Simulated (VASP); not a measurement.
# Zr12N (a cell with a defect) in VASP: a series of runs, part 2 of 2

VASP 6.6.1.

**5. Single point, LDA**

Contents of INCAR:

```
SYSTEM = Zr12N
PREC = Accurate ; ENCUT = 520
EDIFF = 1E-6 ; ISMEAR = -1
SIGMA = 0.1 ; LREAL = .FALSE.
LASPH = .TRUE. ; NELM = 60
ALGO = Normal ; ISIF = 2
LWAVE = .FALSE. ; LCHARG = .TRUE.
GGA = CA ; LELF = .TRUE.
LVHAR = .TRUE. ; NBANDS = 86
```

Contents of KPOINTS:

```
regular mesh
0
G
  3 2 3
  0 0 0
```

Contents of POSCAR:

```
Zr12N
1.0
    6.4600000000      0.0000000000      0.0000000000
   -4.8450000000      8.3917860000      0.0000000000
    0.0000000000      0.0000000000      5.1453900000
Zr N
12 1
Direct
   -0.0023724376      0.0120082412     -0.0043759526
    0.1628076516      0.2188387492      0.4971046356
    0.0134162761      0.3398809305     -0.0013495805
    0.1681576047      0.5551576503      0.4921259937
   -0.0132418453      0.6472758076     -0.0068770012
    0.1609037401      0.8848222482      0.5135933654
    0.5210844593      0.0115976651     -0.0046031058
    0.6729969945      0.2262723785      0.4976019843
    0.4922287547      0.3304349095     -0.0038403363
    0.6626471680      0.5514760213      0.4894826026
    0.5017554789      0.6678968709     -0.0092652973
    0.6701424963      0.8908052417      0.4910021496
    0.1641337586      0.8855638860      0.9394099427
```

Potentials or basis: VASP PAW LDA potentials, release 64 (Zr_sv, N).

Started as:

```
cat potpaw_LDA.64/Zr_sv/POTCAR potpaw_LDA.64/N/POTCAR > POTCAR
mpirun -np 1 vasp_std > vasp.out
```

OUTCAR:

```text
SYSTEM = Zr12N
   PREC = Accurate
   ENCUT = 520
   EDIFF = 1E-6
   ISMEAR = -1
   LREAL = .FALSE.
   LASPH = .TRUE.
   NELM = 60
   ISIF = 2
   GGA = CA

 ion  position               nearest neighbor table
   1  0.998  0.012  0.996-  13 2.01   7 3.08   2 3.10   2 3.11   3 3.13  12 3.14   9 3.14   6 3.18
                            12 3.18  11 3.27   6 3.32   7 3.38   5 3.50
   2  0.163  0.219  0.497-   1 3.10   1 3.11   9 3.16   3 3.16   9 3.17   3 3.18  12 3.18   8 3.20
                            10 3.23   6 3.23   4 3.24   8 3.26
   3  0.013  0.340  0.999-   5 3.07   4 3.12   1 3.13   9 3.14   2 3.16  11 3.17   4 3.17   2 3.18
                             7 3.18   8 3.20   8 3.21   9 3.32
   4  0.168  0.555  0.492-   3 3.12   5 3.13   5 3.14   3 3.17  11 3.17  11 3.18   8 3.19  10 3.21
                             6 3.22   2 3.24  12 3.25  10 3.25
   5  0.987  0.647  0.993-  13 2.02   3 3.07   4 3.13   9 3.13  10 3.13   4 3.14  10 3.17   6 3.17
                            11 3.23  11 3.24   6 3.34   7 3.49   1 3.50
   6  0.161  0.885  0.514-  13 2.19   5 3.17   1 3.18   7 3.20  12 3.20   4 3.22  10 3.23   2 3.23
                            12 3.26   8 3.31   1 3.32   5 3.34   7 3.34
   7  0.521  0.012  0.995-  13 2.02   1 3.08   8 3.13   8 3.15  12 3.15   3 3.18   9 3.19  12 3.19
                             6 3.20  11 3.27   6 3.34   1 3.38   5 3.49
   8  0.673  0.226  0.498-   7 3.13   7 3.15   9 3.18  10 3.19   4 3.19   9 3.20   3 3.20   2 3.20
                             3 3.21  12 3.24   2 3.26   6 3.31
   9  0.492  0.330  0.996-   5 3.13   3 3.14   1 3.14  10 3.14   2 3.16   2 3.17   8 3.18   7 3.19
                             8 3.20  10 3.20  11 3.24   3 3.32
  10  0.663  0.551  0.489-   5 3.13   9 3.14   5 3.17  11 3.18   8 3.19  11 3.19   9 3.20   4 3.21
                             2 3.23   6 3.23   4 3.25  12 3.26
  11  0.502  0.668  0.991-   3 3.17   4 3.17  12 3.18  10 3.18  12 3.18   4 3.18  10 3.19   5 3.23
                             5 3.24   9 3.24   7 3.27   1 3.27
  12  0.670  0.891  0.491-   1 3.14   7 3.15  11 3.18   1 3.18   2 3.18  11 3.18   7 3.19   6 3.20
                             8 3.24   4 3.25   6 3.26  10 3.26
  13  0.164  0.886  0.939-   1 2.01   5 2.02   7 2.02   6 2.19

  LATTYP: Found a simple monoclinic cell.
 ALAT       =     6.4600000000
 B/A-ratio  =     0.7965000000
 C/A-ratio  =     1.3228756308
 COS(beta)  =    -0.1889822400

  Lattice vectors:

 A1 = (   6.4600000000,   0.0000000000,   0.0000000000)
 A2 = (   0.0000000000,   0.0000000000,   5.1453900000)
 A3 = (  -1.6150000000,  -8.3917860000,   0.0000000000)

Analysis of symmetry for initial positions (statically):
=====================================================================
 Subroutine PRICEL returns:
 Original cell was already a primitive cell.

 Routine SETGRP: Setting up the symmetry group for a
 simple monoclinic supercell.

 Subroutine GETGRP returns: Found  1 space group operations
 (whereof  1 operations were pure point group operations)
 out of a pool of  4 trial point group operations.

The static configuration has the point symmetry C_1 .

Analysis of symmetry for dynamics (positions and initial velocities):
=====================================================================
 Subroutine PRICEL returns:
 Original cell was already a primitive cell.

 Routine SETGRP: Setting up the symmetry group for a
 simple monoclinic supercell.

 Subroutine GETGRP returns: Found  1 space group operations
 (whereof  1 operations were pure point group operations)
[... 115 lines left out ...]
   ions per type =              12   1
   NGX,Y,Z   is equivalent  to a cutoff of  12.35, 12.35, 12.92 a.u.
   NGXF,Y,Z  is equivalent  to a cutoff of  24.71, 24.71, 25.85 a.u.
 SYSTEM =  Zr12N
   PREC   = accura    normal or accurate (medium, high low for compatibility)
   ISTART =      0    job   : 0-new  1-cont  2-samecut
   ICHARG =      2    charge: 1-file 2-atom 10-const
   ISPIN  =      1    spin polarized calculation?
   LNONCOLLINEAR =      F non collinear calculations
   LSORBIT =      F    spin-orbit coupling
   LASPH  =      T    aspherical Exc in radial PAW
   ENCUT  =  520.0 eV  38.22 Ry    6.18 a.u.  12.01 18.02  9.57*2*pi/ulx,y,z
   NELM   =     60;   NELMIN=  2; NELMDL= -5     # of ELM steps
   EDIFF  = 0.1E-05   stopping-criterion for ELM
   LREAL  =      F    real-space projection
   EDIFFG = 0.1E-04   stopping-criterion for IOM
   NSW    =      0    number of steps for IOM
   IBRION =     -1    ionic relax: 0-MD 1-quasi-New 2-CG
   NFREE  =      0    steps in history (QN), initial steepest desc. (CG)
   ISIF   =      2    stress and relaxation
   ISYM   =      2    0-nonsym 1-usesym 2-fastsym
   POTIM  = 0.5000    time-step for ionic-motion
   TEBEG  =    0.0;   TEEND  =   0.0 temperature during run
   PSTRESS=    0.0 pullay stress
   NELECT =     149.0000    total number of electrons
   NUPDOWN=      -1.0000    fix difference up-down
   EMIN   =  10.00;   EMAX   =-10.00  energy-range for DOS
   EFERMI =   0.00;   METHOD = LEGACY
   ISMEAR =    -1;   SIGMA  =   0.10  broadening in eV -4-tet -1-fermi 0-gaus
   EFERMI_NEDOS =   21; number of points for ismear=-14 and -15
   IALGO  =     38    algorithm
   IMIX   =      4    mixing-type and parameters
     AMIX     =   0.40;   BMIX     =  1.00
     AMIX_MAG =   1.60;   BMIX_MAG =  1.00
  volume/ion in A,a.u.               =      21.46       144.80
  Fermi-wavevector in a.u.,A,eV,Ry     =   1.328317  2.510156 24.006487  1.764427
  Thomas-Fermi vector in A             =   2.457564
   LORBIT       =      0    0 simple, 1 ext, 2 COOP (PROOUT), +10 PAW based schemes
   GGA     = CA    functional components
   LHFCALC =     F    Hartree Fock is set to
   AEXX    =    0.0000 exact exchange contribution
   IVDW    =     0    specifies the selected vdW correction
   LEPSILON=     F    determine dielectric tensor
   LRPA    =     F    only Hartree local field effects (RPA)
 non-spin polarized calculation
  energy-cutoff  :      520.00
  volume of cell :      278.94
 maximum number of plane-waves:      7545
   NGX = 25   NGY = 37   NGZ = 19

 number of electron     149.0000000 magnetization

 Free energy of the ion-electron system (eV)
  ---------------------------------------------------
  ext. energy  EPLUGINS =         0.00000000
  ---------------------------------------------------
  free energy    TOTEN  =      -123.21371546 eV

  energy without entropy =     -122.68018900  energy(sigma->0) =     -122.94695223

 E-fermi :   8.9644     XC(G=0): -11.4256

 val. band max:        8.9621900391   @ k =   0.0000   0.5000   0.0000
 cond. band min:       8.9680499769   @ k =   0.3333   0.5000   0.3333
 fundamental gap:      0.0058599379
 Fermi energy:         8.9643996663

 k-point     1 :       0.0000    0.0000    0.0000
  band No.  band energies     occupation
      1     -39.5833      2.00000
      2     -39.4686      2.00000
      3     -39.4167      2.00000
      4     -39.3563      2.00000
      5     -39.3383      2.00000
      6     -39.3214      2.00000
[... 879 lines left out ...]
     85       9.7924      0.00051
     86      10.1153      0.00002

------------------------ aborting loop because EDIFF is reached ----------------------------------------

  FORCE on cell =-STRESS in cart. coord.  units (eV):
  Direction    XX          YY          ZZ          XY          YZ          ZX
  --------------------------------------------------------------------------------------
  -------------------------------------------------------------------------------------
  Total       -2.5552632     -1.8962801     -6.0612512     -0.3674246     -0.2258166     -0.1084604
  in kB      -14.6771252    -10.8920054    -34.8151001     -2.1104426     -1.2970635     -0.6229837
  external PRESSURE =     -20.1280769 kB  Pullay stress =       0.0000000 kB

 VOLUME and BASIS-vectors are now :
 -----------------------------------------------------------------------------
  energy-cutoff  :      520.00
  volume of cell :      278.94
      direct lattice vectors                 reciprocal lattice vectors
     6.460000000  0.000000000  0.000000000     0.154798762  0.089373108  0.000000000
    -4.845000000  8.391786000  0.000000000     0.000000000  0.119164145  0.000000000
     0.000000000  0.000000000  5.145390000     0.000000000  0.000000000  0.194348728

 POSITION                                       TOTAL-FORCE (eV/Angst)
 -----------------------------------------------------------------------------------
      6.38649      0.10077      5.12287        -0.057841      0.030276      0.007890
     -0.00854      1.83645      2.55780        -0.000421      0.004089      0.006785
     -1.56005      2.85221      5.13845         0.000867     -0.002201     -0.006286
     -1.60344      4.65876      2.53218         0.008612     -0.003074      0.012122
      3.23841      5.43180      5.11001         0.008647     -0.061216      0.005444
     -3.24753      7.42524      2.64264         0.011984      0.010245     -0.032978
      3.31001      0.09733      5.12171         0.045973      0.013419     -0.008293
      3.25127      1.89883      2.56036         0.000417      0.001441      0.007348
      1.57884      2.77294      5.12563         0.000752     -0.009713     -0.005703
      1.60880      4.62787      2.51858        -0.010943      0.003555      0.004326
      0.00538      5.60485      5.09772        -0.007011      0.004779     -0.005959
      0.01317      7.47545      2.52640        -0.005166     -0.008952     -0.001699
     -3.23025      7.43146      4.83363         0.004131      0.017351      0.017003
 -----------------------------------------------------------------------------------
    total drift:                                0.000018      0.000029      0.000495

  FREE ENERGIE OF THE ION-ELECTRON SYSTEM (eV)
  ---------------------------------------------------
  free  energy   TOTEN  =      -123.2137154594 eV

  energy  without entropy=     -122.6801890005  energy(sigma->0) =     -122.94695223
```

Run time: 5.2 min. Hardware: 1 thread of Intel Xeon Platinum 8488C (Sapphire Rapids), shared host; peak memory 0.37 GiB.

What came out:

```
Free energy   : -123.2137 eV
Pressure      : -2.0 GPa
Largest force : 0.066 eV/Å
```

Forces in eV/Å, atoms in the order of the input:
```
Zr  -0.058  0.030  0.008
Zr   0.000  0.004  0.007
Zr   0.001 -0.002 -0.006
Zr   0.009 -0.003  0.012
Zr   0.009 -0.061  0.005
Zr   0.012  0.010 -0.033
Zr   0.046  0.013 -0.008
Zr   0.000  0.001  0.007
Zr   0.001 -0.010 -0.006
Zr  -0.011  0.004  0.004
Zr  -0.007  0.005 -0.006
Zr  -0.005 -0.009 -0.002
N    0.004  0.017  0.017
```

Caveat: the k points lie up to 0.41 Å⁻¹ apart.

**6. Single point, LDA**

Contents of INCAR:

```
SYSTEM = Zr12N
  ALGO = Normal
  EDIFF = 1E-6
  ENCUT = 520
  GGA = CA
  ISIF = 2
  ISMEAR = -1
  LASPH = .TRUE.
  LCHARG = .FALSE.
  LREAL = .FALSE.
  LWAVE = .FALSE.
  NBANDS = 86
  NELM = 100
  PREC = Accurate
  SIGMA = 0.1
```

Contents of KPOINTS:

```
k-points
0
G
  3 2 3
  0 0 0
```

Contents of POSCAR:

```
Zr12N
1.0
    6.4600000000      0.0000000000      0.0000000000
   -4.8450000000      8.3917860000      0.0000000000
    0.0000000000      0.0000000000      5.1453900000
Zr N
12 1
Direct
    0.0466711123      0.0341166946     -0.0314650590
    0.1623623854      0.2208588255      0.4631718878
    0.0313665098      0.3435144795     -0.0100478292
    0.1691590986      0.5553287465      0.4904390143
   -0.0227157568      0.6465131499      0.0155673331
    0.2284313210      0.8939455796      0.4835979391
    0.5393243113      0.0280154904      0.0188906963
    0.6234893126      0.2270672775      0.4977659614
    0.5197027023      0.3365076278     -0.0102033082
    0.6326535499      0.5470468384      0.5059869126
    0.5068324109      0.6734442466      0.0040424535
    0.7045372485      0.9138102425      0.4926740247
    0.1816519329      0.8739260034      0.9811501169
```

Potentials or basis: VASP PAW LDA potentials, release 64 (Zr_sv, N).

Started as:

```
cat potpaw_LDA.64/Zr_sv/POTCAR potpaw_LDA.64/N/POTCAR > POTCAR
mpirun -np 1 vasp_std > vasp.out
```

Wall time 5.3 min (1 thread of Intel Xeon Platinum 8488C (Sapphire Rapids), shared host); peak memory 0.37 GiB.

It converged, with:

| Property | Result |
| --- | --- |
| Free energy | -122.2351 eV |
| Pressure | -1.7 GPa |
| Largest force | 2.145 eV/Å |

Forces on the atoms (eV/Å):
```
Zr   0.409 -1.263  0.098
Zr  -0.337  0.121  0.325
Zr  -0.029 -0.135 -0.362
Zr  -0.502 -0.134  0.353
Zr  -0.420 -0.819 -0.508
Zr  -1.264 -1.014  0.849
Zr   1.124  0.161 -1.035
Zr   1.381  0.545  0.118
Zr  -0.500  0.369  0.185
Zr   0.484  0.179 -0.110
Zr  -0.168  0.195  0.041
Zr   0.104 -0.332  0.045
N   -0.282  2.127  0.002
```

Stress tensor (GPa, compression positive):
```
-1.29  1.26 -0.23
 1.26  0.35 -0.18
-0.23 -0.18 -4.20
```

Levels at points of the mesh, in eV from the Fermi level:
| k point | band 73 | band 74 | band 75 | band 76 | band 77 | band 78 |
| --- | --- | --- | --- | --- | --- | --- |
| (0.00, 0.00, 0.00) | -0.09 | 0.04 | 0.17 | 0.43 | 0.60 | 0.65 |
| (0.00, 0.50, 0.00) | 0.06 | 0.09 | 0.15 | 0.19 | 0.28 | 0.48 |

Caveat: the k points lie up to 0.41 Å⁻¹ apart.
